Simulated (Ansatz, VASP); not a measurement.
Two plane-wave programs on HfSiO4

```
CELL_PARAMETERS angstrom
0.00000 2.57426 3.99232
3.40549 0.00000 3.99232
3.40549 2.57426 0.00000
ATOMIC_POSITIONS crystal
Hf 0.25000 0.25000 0.25000
Si 0.50000 0.50000 0.50000
O 0.25503 0.74497 0.74497
O 0.74497 0.25503 0.25503
O 0.28740 0.28740 0.71260
O 0.71260 0.71260 0.28740
```

Alike in both runs: functional PBE; k mesh 4 × 4 × 4; occupations gaussian, width 0.1 eV; no spin polarisation.

Ansatz relaxed the structure, and its values are those at the end. VASP's run is a single point on that final structure, the one shown.

```csv
,VASP,Ansatz
version,VASP 6.6.1,Ansatz 0.2.0
potentials or method,"VASP PAW PBE potentials, release 64 (Hf_pv, Si, O), cutoff 520 eV","scalar-relativistic, plane waves, PAW"
valence electrons in the cell,38,54
```

```tsv
	VASP	Ansatz	Ansatz less VASP
gap on the k mesh at the Fermi level (eV)	1.03	1.06	+0.032
least direct gap on the mesh (eV)	1.03	1.06	+0.032
pressure (GPa)	-1.3	0.0	+1.21
rms of the force components (eV/Å)	0.041	0.002	-0.0384
```

VASP's potentials hold 38 valence electrons a cell and Ansatz's 54, so a difference there can come from the potentials and not from the codes.

The k mesh is coarse, so the values compare programs but aren't converged. Neither program's run includes spin-orbit coupling.
